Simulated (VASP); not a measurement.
Set up this calculation in VASP 6.6.1, as the native input.

- Task: relaxation of shape and atoms at fixed volume
- Functional: PBE
- Potentials or basis: VASP PAW PBE potentials, release 64 (Zr_sv, B)
- Cutoff: 600 eV
- k mesh: 15 × 15 × 12
- Occupations: gaussian, width 0.1 eV
- Spin: no spin polarisation
- Dipole correction: no
- Further INCAR settings: ALGO = Normal; EDIFF = 1e-07; IBRION = 2; EDIFFG = -0.01; NSW = 50; ISIF = 4

The structure of ZrB2 lies in POSCAR:

```
ZrB2
1.0
    3.2310326610      0.0000000000      0.0000000000
   -1.6155163305      2.7981563649      0.0000000000
    0.0000000000      0.0000000000      3.6169804153
Zr B
1 2
Direct
    0.0000000000      0.0000000000      0.0000000000
    0.3333333333      0.6666666667      0.5000000000
    0.6666666667      0.3333333333      0.5000000000
```

The input as run:

INCAR

```
SYSTEM = ZrB2
ALGO = Normal
EDIFF = 1E-7
EDIFFG = -0.01
ENCUT = 600
GGA = PE
IBRION = 2
ISIF = 4
ISMEAR = 0
LASPH = .True.
LCHARG = .False.
LREAL = .False.
LWAVE = .False.
NELM = 100
NSW = 50
PREC = Accurate
SIGMA = 0.1
```

KPOINTS

```
k-points
0
Gamma
  15 15 12
  0 0 0
```

Potentials or basis: VASP PAW PBE potentials, release 64 (Zr_sv, B).

The run is started by

```sh
$ cat potpaw_PBE.64/Zr_sv/POTCAR potpaw_PBE.64/B/POTCAR > POTCAR
$ mpirun -np 1 vasp_std > vasp.out
```

It gave:

| Quantity | Value |
| --- | --- |
| Energy gained by relaxing | 0.0 meV/atom |
| Ionic steps | 2 |
| Pressure after relaxing | -12.3 GPa |
| Band gap on the k mesh | zero (bands 9 and 10 overlap by 0.97 eV) |

It took 4 min on 1 thread of Intel Xeon 8259CL, with other jobs on the host, peak memory 0.24 GiB.
